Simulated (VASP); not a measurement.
Input of a VASP 6.6.1 run:

File INCAR:

```
  ALGO = Normal
  EDIFF = 1E-8
  ENCUT = 520
  GGA = PE
  ISIF = 2
  ISMEAR = -1
  LASPH = True
  LCHARG = False
  LEFG = True
  LREAL = False
  LWAVE = False
  NBANDS = 35
  NELM = 100
  PREC = Accurate
  SIGMA = 0.03
```

The input KPOINTS:

```
k-points
0
Gamma
  4 4 6
```

POSCAR

```
SnO2
1.0
    4.7996907017      0.0000000000      0.0000000000
    0.0000000000      4.7996907017      0.0000000000
    0.0000000000      0.0000000000      3.2283311243
Sn O
2 4
Direct
    0.0000000000      0.0000000000      0.0000000000
    0.5000000000      0.5000000000      0.5000000000
    0.3056200000      0.3056200000      0.0000000000
    0.1943800000      0.8056200000      0.5000000000
    0.6943800000      0.6943800000      0.0000000000
    0.8056200000      0.1943800000      0.5000000000
```

Potentials or basis: VASP PAW PBE potentials, release 64 (Sn_d, O).

Command:

```sh
$ cat potpaw_PBE.64/Sn_d/POTCAR potpaw_PBE.64/O/POTCAR > POTCAR
$ mpirun -np 1 vasp_std > vasp.out
```

Problem. Estimate the band gap on the k mesh.

Solution. 0.80 eV, direct.

Problem. Estimate the largest force.

Solution. 0.078 eV/Å.

Stress tensor (GPa, compression positive):
```
2.96 0.00 0.00
0.00 2.96 0.00
0.00 0.00 3.26
```

Caveat: without QUAD_EFG the Cq values of the log hold for a quadrupole moment of 1 mb, not for the nuclei; spin-orbit coupling is left out, which moves the levels of the heavy elements.
